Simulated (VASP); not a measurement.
# Hf (Im-3m) in VASP: notebook

The runs below take Hf through single point, relaxation of cell and atoms, with PBEsol.

Program: VASP 6.6.1. These are calculated values, not measurements. Logs are shortened: lines on timing, memory, paths and dates and some standing lists are left out, and cuts for length are marked.

### Step 1. The cell of the first run

Symmetry: Im-3m, No. 229, cubic system. Conventional cell: a = 3.092 Å, b = 3.092 Å, c = 3.092 Å, α = 90.00°, β = 90.00°, γ = 90.00°. Within 3.5 Å of Hf (site symmetry m-3m) lie 14 Hf at 2.68 to 3.09 Å.

### Step 2. Single point, PBEsol

The input, INCAR:

```
PREC = Accurate ; ENCUT = 520
EDIFF = 1E-7 ; ISMEAR = -1
SIGMA = 0.1 ; LREAL = False
LASPH = True ; NELM = 60
ALGO = Normal ; ISIF = 2
LWAVE = False ; LCHARG = True
GGA = PS ; LELF = True
LVHAR = True ; NBANDS = 11
```

The input, KPOINTS:

```
regular mesh
0
Gamma
  17 17 17
```

The input, POSCAR:

```
Hf
1.0
   -1.5458076098      1.5458076098      1.5458076098
    1.5458076098     -1.5458076098      1.5458076098
    1.5458076098      1.5458076098     -1.5458076098
Hf
1
Direct
    0.0000000000      0.0000000000      0.0000000000
```

Potentials or basis: VASP PAW PBE potentials, release 64 (Hf_pv).

Started as:

```console
> cat potpaw_PBE.64/Hf_pv/POTCAR > POTCAR
> mpirun -np 1 vasp_std > vasp.out
```

OUTCAR:

```text
PREC = Accurate
   ENCUT = 520
   EDIFF = 1E-7
   ISMEAR = -1
   LREAL = False
   LASPH = True
   NELM = 60
   ISIF = 2
   GGA = PS

 ion  position               nearest neighbor table
   1  0.000  0.000  0.000-

  LATTYP: Found a body centered cubic cell.
 ALAT       =     3.0916152196

  Lattice vectors:

 A1 = (  -1.5458076098,   1.5458076098,   1.5458076098)
 A2 = (   1.5458076098,  -1.5458076098,   1.5458076098)
 A3 = (   1.5458076098,   1.5458076098,  -1.5458076098)

Analysis of symmetry for initial positions (statically):
=====================================================================
 Subroutine PRICEL returns:
 Original cell was already a primitive cell.

 Routine SETGRP: Setting up the symmetry group for a
 body centered cubic supercell.

 Subroutine GETGRP returns: Found 48 space group operations
 (whereof 48 operations were pure point group operations)
 out of a pool of 48 trial point group operations.

The static configuration has the point symmetry O_h .

Analysis of symmetry for dynamics (positions and initial velocities):
=====================================================================
 Subroutine PRICEL returns:
 Original cell was already a primitive cell.

 Routine SETGRP: Setting up the symmetry group for a
 body centered cubic supercell.

 Subroutine GETGRP returns: Found 48 space group operations
 (whereof 48 operations were pure point group operations)
 out of a pool of 48 trial point group operations.

The dynamic configuration has the point symmetry O_h .

 Subroutine INISYM returns: Found 48 space group operations
 (whereof 48 operations are pure point group operations),
 and found     1 'primitive' translations

----------------------------------------------------------------------------------------

                                     Primitive cell

  volume of cell :      14.7750

  direct lattice vectors                    reciprocal lattice vectors
    -1.545807610  1.545807610  1.545807610     0.000000000  0.323455517  0.323455517
     1.545807610 -1.545807610  1.545807610     0.323455517  0.000000000  0.323455517
     1.545807610  1.545807610 -1.545807610     0.323455517  0.323455517  0.000000000

  length of vectors
[... 81 lines left out ...]
   LREAL  =      F    real-space projection
   EDIFFG = 0.1E-05   stopping-criterion for IOM
   NSW    =      0    number of steps for IOM
   IBRION =     -1    ionic relax: 0-MD 1-quasi-New 2-CG
   NFREE  =      0    steps in history (QN), initial steepest desc. (CG)
   ISIF   =      2    stress and relaxation
   ISYM   =      2    0-nonsym 1-usesym 2-fastsym
   POTIM  = 0.5000    time-step for ionic-motion
   TEBEG  =    0.0;   TEEND  =   0.0 temperature during run
   PSTRESS=    0.0 pullay stress
   NELECT =      10.0000    total number of electrons
   NUPDOWN=      -1.0000    fix difference up-down
   EMIN   =  10.00;   EMAX   =-10.00  energy-range for DOS
   EFERMI =   0.00;   METHOD = LEGACY
   ISMEAR =    -1;   SIGMA  =   0.10  broadening in eV -4-tet -1-fermi 0-gaus
   EFERMI_NEDOS =   21; number of points for ismear=-14 and -15
   IALGO  =     38    algorithm
   IMIX   =      4    mixing-type and parameters
     AMIX     =   0.40;   BMIX     =  1.00
     AMIX_MAG =   1.60;   BMIX_MAG =  1.00
  volume/ion in A,a.u.               =      14.77        99.71
  Fermi-wavevector in a.u.,A,eV,Ry     =   1.437362  2.716220 28.109753  2.066009
  Thomas-Fermi vector in A             =   2.556448
   LORBIT       =      0    0 simple, 1 ext, 2 COOP (PROOUT), +10 PAW based schemes
   GGA     = PS    functional components
   LHFCALC =     F    Hartree Fock is set to
   AEXX    =    0.0000 exact exchange contribution
   IVDW    =     0    specifies the selected vdW correction
   LEPSILON=     F    determine dielectric tensor
   LRPA    =     F    only Hartree local field effects (RPA)
 non-spin polarized calculation
  energy-cutoff  :      520.00
  volume of cell :       14.77
 maximum number of plane-waves:       410
   NGX =  9   NGY =  9   NGZ =  9

 number of electron      10.0000002 magnetization

 Free energy of the ion-electron system (eV)
  ---------------------------------------------------
  ext. energy  EPLUGINS =         0.00000000
  ---------------------------------------------------
  free energy    TOTEN  =        -9.26847415 eV

  energy without entropy =       -9.23947367  energy(sigma->0) =       -9.25397391

 E-fermi :   7.5918     XC(G=0): -13.4388

 val. band max:        7.5745256276   @ k =   0.2353   0.1765   0.1765
 cond. band min:       7.6037745592   @ k =   0.2353   0.1765   0.0588
 fundamental gap:      0.0292489316
 Fermi energy:         7.5917525612

 k-point     1 :       0.0000    0.0000    0.0000
  band No.  band energies     occupation
      1     -20.5558      2.00000
      2     -20.5558      2.00000
      3     -20.5558      2.00000
      4      -0.4466      2.00000
      5       9.2607      0.00000
      6       9.2607      0.00000
      7       9.2607      0.00000
      8      13.4277      0.00000
      9      13.4277      0.00000
     10      22.1594      0.00000
     11      23.0748      0.00000
[... 309 lines left out ...]
 k-point    24 :       0.1765    0.1765    0.0000
  band No.  band energies     occupation
      1     -22.4859      2.00000
      2     -21.1929      2.00000
      3     -20.7641      2.00000
      4       3.5450      2.00000
      5       6.9420      1.99699
      6       7.5231      1.33050
      7      12.1015      0.00000
      8      14.7861      0.00000
      9      15.0538      0.00000
     10      22.1468      0.00000
     11      24.9060      0.00000

 [... further k-points ...]

------------------------ aborting loop because EDIFF is reached ----------------------------------------

  FORCE on cell =-STRESS in cart. coord.  units (eV):
  Direction    XX          YY          ZZ          XY          YZ          ZX
  --------------------------------------------------------------------------------------
  -------------------------------------------------------------------------------------
  Total        6.5061237      6.5061237      6.5061237      0.0000000      0.0000000     -0.0000000
  in kB      705.5155415    705.5155415    705.5155415      0.0000000      0.0000000     -0.0000000
  external PRESSURE =     705.5155415 kB  Pullay stress =       0.0000000 kB

 VOLUME and BASIS-vectors are now :
 -----------------------------------------------------------------------------
  energy-cutoff  :      520.00
  volume of cell :       14.77
      direct lattice vectors                 reciprocal lattice vectors
    -1.545807610  1.545807610  1.545807610     0.000000000  0.323455517  0.323455517
     1.545807610 -1.545807610  1.545807610     0.323455517  0.000000000  0.323455517
     1.545807610  1.545807610 -1.545807610     0.323455517  0.323455517  0.000000000

 POSITION                                       TOTAL-FORCE (eV/Angst)
 -----------------------------------------------------------------------------------
      0.00000      0.00000      0.00000        -0.000000      0.000000      0.000000
 -----------------------------------------------------------------------------------
    total drift:                                0.000000      0.000000      0.000000

  FREE ENERGIE OF THE ION-ELECTRON SYSTEM (eV)
  ---------------------------------------------------
  free  energy   TOTEN  =        -9.2684741544 eV

  energy  without entropy=       -9.2394736732  energy(sigma->0) =       -9.25397391
```

OSZICAR:

```text
N       E                     dE             d eps       ncg     rms          rms(c)
DAV:   1     0.154185699195E+02    0.15419E+02   -0.59012E+03  3700   0.889E+02
DAV:   2    -0.909827966891E+01   -0.24517E+02   -0.23362E+02  4443   0.165E+02
DAV:   3    -0.947786253228E+01   -0.37958E+00   -0.37768E+00  4398   0.144E+01
DAV:   4    -0.947845805158E+01   -0.59552E-03   -0.59549E-03  3966   0.698E-01
DAV:   5    -0.947845915819E+01   -0.11066E-05   -0.11064E-05  4188   0.283E-02    0.555E+01
DAV:   6    -0.932962514079E+01    0.14883E+00   -0.98501E-02  4089   0.235E+00    0.330E+01
DAV:   7    -0.927019012592E+01    0.59435E-01   -0.15003E-01  4041   0.283E+00    0.135E+00
DAV:   8    -0.926846032112E+01    0.17298E-02   -0.68282E-03  3960   0.663E-01    0.835E-02
DAV:   9    -0.926847389006E+01   -0.13569E-04   -0.67129E-05  4147   0.825E-02    0.350E-02
DAV:  10    -0.926847396457E+01   -0.74513E-07   -0.49019E-06  3990   0.179E-02    0.202E-02
DAV:  11    -0.926847412604E+01   -0.16148E-06   -0.28239E-07  3968   0.452E-03    0.202E-03
DAV:  12    -0.926847415438E+01   -0.28336E-07   -0.13170E-08  1959   0.102E-03
   1 F= -.92684742E+01 E0= -.92539739E+01  d E =-.290005E-01
```

stdout:

```text
POSCAR found type information on POSCAR Hf
 POSCAR found :  1 types and       1 ions
 scaLAPACK will be used
 -----------------------------------------------------------------------------
|                                                                             |
|                                                                             |
|     You enforced a specific xc type in the INCAR file but a different       |
|     I HOPE YOU KNOW WHAT YOU ARE DOING!                                     |
|                                                                             |
 -----------------------------------------------------------------------------

 LDA part: xc-table for (Slater+PW92), standard interpolation
 POSCAR, INCAR and KPOINTS ok, starting setup
 FFT: planning ... GRIDC
 FFT: planning ... GRID_SOFT
 FFT: planning ... GRID
 WAVECAR not read
 entering main loop
```

Wall time 9.6 s (1 thread of Intel Xeon 6975P-C, shared host); peak memory 0.15 GiB.

What came out:

* Free energy: -9.2685 eV
* Pressure: 70.6 GPa
* Band gap on the k mesh: zero (band 5 reaches 9.26 eV, above the bottom of band 6 at 6.39 eV)

Levels at points of the mesh, in eV from the Fermi level:
```tsv
k point	band 1	band 2	band 3	band 4	band 5	band 6	band 7	band 8	band 9	band 10
(0.00, 0.00, 0.00)	-28.15	-28.15	-28.15	-8.04	1.67	1.67	1.67	5.84	5.84	14.57
```

Caveat: the PAW data sets were made with another functional, which shifts forces and pressure a little; spin-orbit coupling is left out, which moves the levels of the heavy elements.

### Step 3. Single point, PBEsol

The input, INCAR:

```
SYSTEM = Hf
PREC     = Accurate       ! precision mode
ENCUT    = 520            ! plane-wave cutoff, eV
EDIFF    = 1E-6           ! SCF threshold, eV
ISMEAR   = -1             ! smearing method
SIGMA    = 0.1            ! smearing width, eV
LREAL    = .False.        ! projectors in reciprocal space
LASPH    = .True.         ! aspherical terms in the spheres
NELM     = 100            ! most SCF steps
ALGO     = Normal         ! electronic algorithm
ISIF     = 2              ! what is computed and relaxed
LWAVE    = .False.        ! write WAVECAR
LCHARG   = .False.        ! write CHGCAR
GGA      = PS             ! functional
NBANDS   = 11             ! bands
```

The input, KPOINTS:

```
Automatic mesh
0
Gamma
  17 17 17
  0 0 0
```

The input, POSCAR:

```
Hf
1.0
   -1.5460104670      1.5460104670      1.5460104670
    1.5460104670     -1.5460104670      1.5460104670
    1.5460104670      1.5460104670     -1.5460104670
Hf
1
Direct
    0.0000000000      0.0000000000      0.0000000000
```

Potentials or basis: VASP PAW PBE potentials, release 64 (Hf_pv).

Started as:

```console
> cat potpaw_PBE.64/Hf_pv/POTCAR > POTCAR
> mpirun -np 1 vasp_std > vasp.out
```

Wall time 7.5 s (1 thread of Intel Xeon 6975P-C, shared host); peak memory 0.14 GiB.

Results (log left out):

```yaml
Free_energy: -9.2710 eV
Pressure: 70.5 GPa
Band_gap_on_the_k_mesh: zero (band 5 reaches 9.26 eV, above the bottom of band 6 at 6.39 eV)
```

Levels at points of the mesh, in eV from the Fermi level:
| k point | band 3 | band 4 | band 5 | band 6 | band 7 | band 8 |
| --- | --- | --- | --- | --- | --- | --- |
| (0.00, 0.00, 0.00) | -28.15 | -8.04 | 1.67 | 1.67 | 1.67 | 5.83 |

Caveat: the PAW data sets were made with another functional, which shifts forces and pressure a little; spin-orbit coupling is left out, which moves the levels of the heavy elements.

### Step 4. Relaxation of cell and atoms, PBEsol, target pressure 71 GPa, at which the enthalpy is minimised

The input, INCAR:

```
SYSTEM = Hf
PREC = Accurate
ENCUT = 600
EDIFF = 1E-7
ISMEAR = -1
SIGMA = 0.1
LREAL = .FALSE.
LASPH = .TRUE.
NELM = 100
ALGO = Normal
ISIF = 3
LWAVE = .FALSE.
LCHARG = .FALSE.
GGA = PS
IBRION = 2
NSW = 32
EDIFFG = -0.005
PSTRESS = 710.0
```

The input, KPOINTS:

```
Automatic mesh
0
G
  17 17 17
  0 0 0
```

The input, POSCAR:

```
Hf
1.0
   -1.5458076098      1.5458076098      1.5458076098
    1.5458076098     -1.5458076098      1.5458076098
    1.5458076098      1.5458076098     -1.5458076098
Hf
1
Direct
    0.0000000000      0.0000000000      0.0000000000
```

Started as:

```console
> cat potpaw_PBE.64/Hf_pv/POTCAR > POTCAR
> mpirun -np 1 vasp_std > vasp.out
```

It took 25 s on 1 thread of Intel Xeon 6975P-C, shared host; peak memory 0.17 GiB.

The run converged. Its results:

```yaml
Free_energy: -9.2596 eV
Relaxed_volume: 14.75 Å³/atom
Relaxed_cell: a = 2.676 Å, b = 2.676 Å, c = 2.676 Å, α = 109.47°, β = 109.47°, γ = 109.47°
Space_group_after_relaxing_to_0.05_Å: Im-3m (No. 229)
Energy_change_on_relaxing_the_enthalpy_is_what_falls: +9.2 meV/atom
Ionic_steps: 3
Pressure_after_relaxing: 71.0 GPa
Band_gap_on_the_k_mesh: zero (band 5 reaches 9.27 eV, above the bottom of band 6 at 6.40 eV)
```

Step by step:
```
step  energy change (eV)  largest force (eV/Å)  pressure (GPa)  volume (Å³)
   1              0.0000                0.0000           70.57        14.77
   2              0.0377                0.0000           72.36        14.69
   3              0.0092                0.0000           71.00        14.75
```

Final structure:
```yaml
crystal:
  lattice:
    - [-1.54508, 1.54508, 1.54508]
    - [1.54508, -1.54508, 1.54508]
    - [1.54508, 1.54508, -1.54508]
  atoms:
    - { symbol: Hf, position: [0.00000, 0.00000, 0.00000] }
```

Levels at points of the mesh, in eV from the Fermi level:
```
           k point  band 2  band 3  band 4  band 5  band 6  band 7  band 8  band 9
(0.00, 0.00, 0.00)  -28.14  -28.14   -8.04    1.67    1.67    1.67    5.84    5.84
```

Caveat: the cell is relaxed towards a set pressure, so the enthalpy falls and the energy may rise; the PAW data sets were made with another functional, which shifts forces and pressure a little; spin-orbit coupling is left out, which moves the levels of the heavy elements.
